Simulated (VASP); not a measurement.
Input of a VASP 6.6.1 run:

Contents of POSCAR:

```
CuCl
1.0
    0.0000000000      2.7100000000      2.7100000000
    2.7100000000      0.0000000000      2.7100000000
    2.7100000000      2.7100000000      0.0000000000
Cu Cl
1 1
Direct
    0.0000000000      0.0000000000      0.0000000000
    0.2500000000      0.2500000000      0.2500000000
```

Contents of INCAR.step1:

```
SYSTEM = CuCl
  PREC = Accurate
  ENCUT = 500
  EDIFF = 1E-8
  ISMEAR = 0
  SIGMA = 0.01
  LREAL = .FALSE.
  LASPH = .TRUE.
  NELM = 80
  ALGO = Normal
  LWAVE = .TRUE.
  LCHARG = .FALSE.
  GGA = PE
```

The input INCAR.step2:

```
SYSTEM = CuCl
  PREC = Accurate
  ENCUT = 500
  EDIFF = 1E-8
  ISMEAR = 0
  SIGMA = 0.01
  LREAL = .FALSE.
  LASPH = .TRUE.
  NELM = 1
  ALGO = Exact
  LWAVE = .TRUE.
  LCHARG = .FALSE.
  GGA = PE
  NBANDS = 196
  LOPTICS = .TRUE.
  ISTART = 1
```

The input INCAR.step3:

```
SYSTEM = CuCl
  PREC = Accurate
  ENCUT = 500
  EDIFF = 1E-8
  ISMEAR = 0
  SIGMA = 0.01
  LREAL = .FALSE.
  LASPH = .TRUE.
  ALGO = EVGW0
  LWAVE = .FALSE.
  LCHARG = .FALSE.
  GGA = PE
  NELMGW = 1
  NBANDS = 196
  ENCUTGW = 113.3
  NOMEGA = 48
  PRECFOCK = Fast
  ISTART = 1
  NBANDSGW = 17
```

KPOINTS

```
regular mesh
0
G
  2 2 2
  0 0 0
```

Potentials or basis: VASP PAW PBE potentials, release 64 (Cu_GW, Cl_GW).

Command:

```sh
$ cat potpaw_PBE.64/Cu_GW/POTCAR potpaw_PBE.64/Cl_GW/POTCAR > POTCAR
$ cp INCAR.step1 INCAR
$ mpirun -np 1 vasp_std > vasp.out
$ cp INCAR.step2 INCAR
$ mpirun -np 1 vasp_std > vasp.out
$ cp INCAR.step3 INCAR
$ mpirun -np 1 vasp_std > vasp.out
```

(1) What does it give for the quasiparticle gap?

(2) Estimate the least direct quasiparticle gap.

(3) Predict the band gap on the k mesh, mean-field level.

Answers

(1) 1.29 eV.

(2) 1.29 eV.

(3) 0.62 eV, direct.

Caveat: the k points lie up to 1.00 Å⁻¹ apart; bands, screening cutoff and mesh are small and nothing is extrapolated, so the quasiparticle values aren't converged.
